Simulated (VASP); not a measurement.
Input of a VASP 6.6.1 run:

Contents of INCAR:

```
PREC = Accurate
ENCUT = 520
EDIFF = 1E-6
ISMEAR = 0
SIGMA = 0.1
LREAL = False
LASPH = True
NELM = 100
ALGO = Normal
ISIF = 2
LWAVE = False
LCHARG = False
GGA = PS
NBANDS = 51
```

Contents of KPOINTS:

```
regular mesh
0
Gamma
  6 6 4
```

File POSCAR:

```
Zr3N
1.0
    5.6159017043      0.0000000000      0.0000000000
   -2.8079508522      4.8635135411      0.0000000000
    0.0000000000      0.0000000000      5.1858321202
Zr N
6 2
Direct
    0.0000000000      0.6605667269      0.5000000000
    0.0000000000      0.3394332731      0.0000000000
    0.6605667269      0.6605667269      0.0000000000
    0.6605667269      0.0000000000      0.5000000000
    0.3394332731      0.3394332731      0.5000000000
    0.3394332731      0.0000000000      0.0000000000
    0.6666666667      0.3333333333      0.7500000000
    0.3333333333      0.6666666667      0.2500000000
```

Potentials or basis: VASP PAW PBE potentials, release 64 (Zr_sv, N).

Command:

```sh
$ cat potpaw_PBE.64/Zr_sv/POTCAR potpaw_PBE.64/N/POTCAR > POTCAR
$ mpirun -np 1 vasp_std > vasp.out
```

Task: Estimate the largest force.

Result: 0.716 eV/Å.

Task: Predict the band gap on the k mesh.

Result: Zero (bands 41 and 42 overlap by 0.70 eV).

Task: Estimate the pressure.

Result: -1.3 GPa.

Stress tensor (GPa, compression positive):
```
-1.78  0.00  0.00
 0.00 -1.78  0.00
 0.00  0.00 -0.19
```

Caveat: the PAW data sets were made with another functional, which shifts forces and pressure a little.
